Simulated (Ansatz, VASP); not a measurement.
# SnO in VASP and in Ansatz

The input INCAR:

```
PREC = Accurate
ENCUT = 520
EDIFF = 1E-8
ISMEAR = -1
SIGMA = 0.01
LREAL = False
LASPH = True
NELM = 100
ALGO = Normal
ISIF = 2
LWAVE = False
LCHARG = False
GGA = PE
LEFG = True
NBANDS = 28
```

The input KPOINTS:

```
regular mesh
0
Gamma
  8 8 6
```

The input POSCAR:

```
SnO
1.0
    3.8520320533      0.0000000000      0.0000000000
    0.0000000000      3.8520320533      0.0000000000
    0.0000000000      0.0000000000      4.8996388769
Sn O
2 2
Direct
    0.0000000000      0.5000000000      0.2385000000
    0.5000000000      0.0000000000      0.7615000000
    0.0000000000      0.0000000000      0.0000000000
    0.5000000000      0.5000000000      0.0000000000
```

Input for Ansatz:

```yaml
crystal:
  lattice:
    - [3.8520320533, 0.0, 0.0]
    - [0.0, 3.8520320533, 0.0]
    - [0.0, 0.0, 4.8996388769]
  atoms:
    - { symbol: Sn, position: [0.0, 0.5, 0.2385] }
    - { symbol: Sn, position: [0.5, 0.0, 0.7615] }
    - { symbol: O, position: [0.0, 0.0, 0.0] }
    - { symbol: O, position: [0.5, 0.5, 0.0] }
kpoints:
  mp_grid: { grid: [8, 8, 6] }
scf:
  occupations: { method: fermi_dirac, width: 0.01 }
hamiltonian:
  xc: pbe
  pseudopotentials: { kind: all_electron, datasets: crystal }
output:
  forces: true
  stress: true
  eigenvalues: true
  efg: { contact_densities: true }
```

Change from the starting cell: volume scaled by 1.04, crystal datasets.

Alike in both runs: task electric field gradients; functional PBE; k mesh 8 × 8 × 6; occupations fermi-dirac, width 0.01 eV; no spin polarisation.

|  | VASP | Ansatz |
| --- | --- | --- |
| version | VASP 6.6.1 | Ansatz 0.2.0 |
| potentials or method | VASP PAW PBE potentials, release 64 (Sn_d, O), cutoff 520 eV | all-electron PAW with datasets made for the crystal, scalar-relativistic |

```tsv
	VASP	Ansatz	Ansatz less VASP
pressure (GPa)	0.7	0.4	-0.22
traceless stress, the component that is largest in VASP (GPa)	-0.23	-0.25	-0.017
rms of the force components (eV/Å)	0.042	0.075	+0.0328
size of Vzz on the site where it differs most (V/Å²)	160.2	167.1	+6.95
```

Atom by atom the forces differ by 0.033 eV/Å (rms over components). Ansatz ran all-electron here, and VASP with PAW potentials.
